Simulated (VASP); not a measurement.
# KCl in VASP: further runs, part 2 of 3

VASP 6.6.1. The steps go on from the part before.

## (3) Single point, PBEsol (equal xx and yy strain of +1 %)

Input file INCAR:

```
SYSTEM = KCl
ALGO     = Normal         ! electronic algorithm
EDIFF    = 1E-6           ! SCF threshold, eV
ENCUT    = 520            ! plane-wave cutoff, eV
GGA      = PS             ! functional
ISIF     = 2              ! what is computed and relaxed
ISMEAR   = -1             ! smearing method
LASPH    = .TRUE.         ! aspherical terms in the spheres
LCHARG   = .FALSE.        ! write CHGCAR
LREAL    = .FALSE.        ! projectors in reciprocal space
LWAVE    = .FALSE.        ! write WAVECAR
NBANDS   = 15             ! bands
NELM     = 80             ! most SCF steps
PREC     = Accurate       ! precision mode
SIGMA    = 0.02           ! smearing width, eV
```

Input file KPOINTS:

```
k-points
0
G
  7 7 7
  0 0 0
```

Input file POSCAR:

```
KCl
1.0
    3.6703400000      0.0000000000      0.0000000000
    0.0000000000      3.6703400000      0.0000000000
    0.0000000000      0.0000000000      3.6340000000
K Cl
1 1
Direct
    0.0000000000      0.0000000000      0.0000000000
    0.5000000000      0.5000000000      0.5000000000
```

Potentials or basis: VASP PAW PBE potentials, release 64 (K_sv, Cl).

The run is started by

```sh
cat potpaw_PBE.64/K_sv/POTCAR potpaw_PBE.64/Cl/POTCAR > POTCAR
mpirun -np 1 vasp_std > vasp.out
```

OUTCAR:

```text
SYSTEM = KCl
   EDIFF = 1E-6
   ENCUT = 520
   GGA = PS
   ISIF = 2
   ISMEAR = -1
   LASPH = .TRUE.
   LREAL = .FALSE.
   NELM = 80
   PREC = Accurate

 ion  position               nearest neighbor table
   1  0.000  0.000  0.000-   2 3.17   2 3.17   2 3.17   2 3.17   2 3.17   2 3.17   2 3.17   2 3.17

   2  0.500  0.500  0.500-   1 3.17   1 3.17   1 3.17   1 3.17   1 3.17   1 3.17   1 3.17   1 3.17

  LATTYP: Found a simple tetragonal cell.
 ALAT       =     3.6703400000
 C/A-ratio  =     0.9900990099

  Lattice vectors:

 A1 = (   3.6703400000,   0.0000000000,   0.0000000000)
 A2 = (   0.0000000000,   3.6703400000,   0.0000000000)
 A3 = (   0.0000000000,   0.0000000000,   3.6340000000)

Analysis of symmetry for initial positions (statically):
=====================================================================
 Subroutine PRICEL returns:
 Original cell was already a primitive cell.

 Routine SETGRP: Setting up the symmetry group for a
 simple tetragonal supercell.

 Subroutine GETGRP returns: Found 16 space group operations
 (whereof 16 operations were pure point group operations)
 out of a pool of 16 trial point group operations.

The static configuration has the point symmetry D_4h.

Analysis of symmetry for dynamics (positions and initial velocities):
=====================================================================
 Subroutine PRICEL returns:
 Original cell was already a primitive cell.

 Routine SETGRP: Setting up the symmetry group for a
 simple tetragonal supercell.

 Subroutine GETGRP returns: Found 16 space group operations
 (whereof 16 operations were pure point group operations)
 out of a pool of 16 trial point group operations.

The dynamic configuration has the point symmetry D_4h.

 Subroutine INISYM returns: Found 16 space group operations
 (whereof 16 operations are pure point group operations),
 and found     1 'primitive' translations

----------------------------------------------------------------------------------------

                                     Primitive cell

  volume of cell :      48.9551

  direct lattice vectors                    reciprocal lattice vectors
     3.670340000  0.000000000  0.000000000     0.272454323  0.000000000  0.000000000
     0.000000000  3.670340000  0.000000000     0.000000000  0.272454323  0.000000000
     0.000000000  0.000000000  3.634000000     0.000000000  0.000000000  0.275178866

  length of vectors
     3.670340000  3.670340000  3.634000000     0.272454323  0.272454323  0.275178866

  position of ions in fractional coordinates (direct lattice)
     0.000000000  0.000000000  0.000000000
     0.500000000  0.500000000  0.500000000

  ion indices of the primitive-cell ions
   primitive index   ion index
                 1           1
                 2           2

----------------------------------------------------------------------------------------

[... 28 lines left out ...]
  0.285714  0.000000  0.000000      4.000000
  0.428571  0.000000  0.000000      4.000000
  0.142857  0.142857  0.000000      4.000000
  0.285714  0.142857  0.000000      8.000000
[... 16 lines left out ...]
  0.285714  0.000000  0.285714      8.000000
  0.428571  0.000000  0.285714      8.000000
 [... further k-points ...]
   k-points           NKPTS =     40   k-points in BZ     NKDIM =     40   number of bands    NBANDS=     15
   number of dos      NEDOS =    301   number of ions     NIONS =      2
   total plane-waves  NPLWV =  21952
   dimension x,y,z NGX =    28 NGY =   28 NGZ =   28
   dimension x,y,z NGXF=    56 NGYF=   56 NGZF=   56
   ions per type =               1   1
   NGX,Y,Z   is equivalent  to a cutoff of  12.68, 12.68, 12.81 a.u.
   NGXF,Y,Z  is equivalent  to a cutoff of  25.36, 25.36, 25.62 a.u.
 SYSTEM =  KCl
   PREC   = accura    normal or accurate (medium, high low for compatibility)
   ISTART =      0    job   : 0-new  1-cont  2-samecut
   ICHARG =      2    charge: 1-file 2-atom 10-const
   ISPIN  =      1    spin polarized calculation?
   LNONCOLLINEAR =      F non collinear calculations
   LSORBIT =      F    spin-orbit coupling
   LASPH  =      T    aspherical Exc in radial PAW
   ENCUT  =  520.0 eV  38.22 Ry    6.18 a.u.   6.82  6.82  6.76*2*pi/ulx,y,z
   NELM   =     80;   NELMIN=  2; NELMDL= -5     # of ELM steps
   EDIFF  = 0.1E-05   stopping-criterion for ELM
   LREAL  =      F    real-space projection
   EDIFFG = 0.1E-04   stopping-criterion for IOM
   NSW    =      0    number of steps for IOM
   IBRION =     -1    ionic relax: 0-MD 1-quasi-New 2-CG
   NFREE  =      0    steps in history (QN), initial steepest desc. (CG)
   ISIF   =      2    stress and relaxation
   ISYM   =      2    0-nonsym 1-usesym 2-fastsym
   POTIM  = 0.5000    time-step for ionic-motion
   TEBEG  =    0.0;   TEEND  =   0.0 temperature during run
   PSTRESS=    0.0 pullay stress
   NELECT =      16.0000    total number of electrons
   NUPDOWN=      -1.0000    fix difference up-down
   EMIN   =  10.00;   EMAX   =-10.00  energy-range for DOS
   EFERMI =   0.00;   METHOD = LEGACY
   ISMEAR =    -1;   SIGMA  =   0.02  broadening in eV -4-tet -1-fermi 0-gaus
   EFERMI_NEDOS =   21; number of points for ismear=-14 and -15
   IALGO  =     38    algorithm
   IMIX   =      4    mixing-type and parameters
     AMIX     =   0.40;   BMIX     =  1.00
     AMIX_MAG =   1.60;   BMIX_MAG =  1.00
  volume/ion in A,a.u.               =      24.48       165.18
  Fermi-wavevector in a.u.,A,eV,Ry     =   1.127671  2.130989 17.301731  1.271641
  Thomas-Fermi vector in A             =   2.264358
   LORBIT       =      0    0 simple, 1 ext, 2 COOP (PROOUT), +10 PAW based schemes
   GGA     = PS    functional components
   LHFCALC =     F    Hartree Fock is set to
   AEXX    =    0.0000 exact exchange contribution
   IVDW    =     0    specifies the selected vdW correction
   LEPSILON=     F    determine dielectric tensor
   LRPA    =     F    only Hartree local field effects (RPA)
 non-spin polarized calculation
  energy-cutoff  :      520.00
  volume of cell :       48.96
 maximum number of plane-waves:      1341
 NGX is ok and might be reduce to    28
   NGX = 13   NGY = 13   NGZ = 13

 number of electron      15.9999995 magnetization

 Free energy of the ion-electron system (eV)
  ---------------------------------------------------
  ext. energy  EPLUGINS =         0.00000000
  ---------------------------------------------------
  free energy    TOTEN  =        -6.89660302 eV

  energy without entropy =       -6.89660302  energy(sigma->0) =       -6.89660302

 E-fermi :   0.2816     XC(G=0):  -8.9356

 val. band max:       -0.1209161453   @ k =   0.4286   0.4286   0.0000
 cond. band min:       5.1340602821   @ k =   0.0000   0.0000   0.0000
 fundamental gap:      5.2549764274
 Fermi energy:         0.2815701471

 k-point     1 :       0.0000    0.0000    0.0000
  band No.  band energies     occupation
      1     -27.8014      2.00000
      2     -12.9821      2.00000
      3     -11.2214      2.00000
      4     -11.2214      2.00000
      5     -11.2113      2.00000
      6      -0.3813      2.00000
      7      -0.3813      2.00000
      8      -0.3185      2.00000
      9       5.1341      0.00000
     10       6.1021      0.00000
     11       6.1524      0.00000
     12      10.8069      0.00000
     13      10.8901      0.00000
     14      10.8901      0.00000
[... 401 lines left out ...]
      2     -12.9011      2.00000
      3     -11.4505      2.00000
      4     -11.2639      2.00000
      5     -11.1441      2.00000
      6      -1.8313      2.00000
      7      -1.1935      2.00000
      8      -0.2748      2.00000
      9       6.8007      0.00000
     10       7.5530      0.00000
     11       9.3155      0.00000
     12       9.7128      0.00000
     13       9.7624      0.00000
     14      10.9470      0.00000
     15      12.5422      0.00000

 [... further k-points ...]

------------------------ aborting loop because EDIFF is reached ----------------------------------------

  FORCE on cell =-STRESS in cart. coord.  units (eV):
  Direction    XX          YY          ZZ          XY          YZ          ZX
  --------------------------------------------------------------------------------------
  -------------------------------------------------------------------------------------
  Total        0.4819271      0.4819271      0.6329291      0.0000000     -0.0000000      0.0000000
  in kB       15.7722792     15.7722792     20.7141982      0.0000000     -0.0000000      0.0000000
  external PRESSURE =      17.4195855 kB  Pullay stress =       0.0000000 kB

 VOLUME and BASIS-vectors are now :
 -----------------------------------------------------------------------------
  energy-cutoff  :      520.00
  volume of cell :       48.96
      direct lattice vectors                 reciprocal lattice vectors
     3.670340000  0.000000000  0.000000000     0.272454323  0.000000000  0.000000000
     0.000000000  3.670340000  0.000000000     0.000000000  0.272454323  0.000000000
     0.000000000  0.000000000  3.634000000     0.000000000  0.000000000  0.275178866

 POSITION                                       TOTAL-FORCE (eV/Angst)
 -----------------------------------------------------------------------------------
      0.00000      0.00000      0.00000         0.000000      0.000000      0.000000
      1.83517      1.83517      1.81700         0.000000      0.000000      0.000000
 -----------------------------------------------------------------------------------
    total drift:                               -0.000000      0.000000      0.000000

  FREE ENERGIE OF THE ION-ELECTRON SYSTEM (eV)
  ---------------------------------------------------
  free  energy   TOTEN  =        -6.8966030208 eV

  energy  without entropy=       -6.8966030208  energy(sigma->0) =       -6.89660302
```

Wall time 14 s (1 thread of Intel Xeon Platinum 8488C (Sapphire Rapids), shared host); peak memory 0.16 GiB.

What came out:

| Property | Result |
| --- | --- |
| Free energy | -6.8966 eV |
| Pressure | 1.7 GPa |
| Band gap on the k mesh | 5.25 eV, indirect (least direct gap 5.45 eV) |

Stress tensor (GPa, compression positive):
```
1.58 0.00 0.00
0.00 1.58 0.00
0.00 0.00 2.07
```

Levels at points of the mesh, in eV from the valence-band top:
```
           k point  band 5  band 6  band 7  band 8  band 9  band 10  band 11  band 12
(0.00, 0.00, 0.00)  -11.09   -0.26   -0.26   -0.20    5.25     6.22     6.27    10.93
```

Caveat: the cell differs from its parent crystal (equal xx and yy strain of +1 %); the PAW data sets were made with another functional, which shifts forces and pressure a little.

(Part 2 of 3 ends here.)
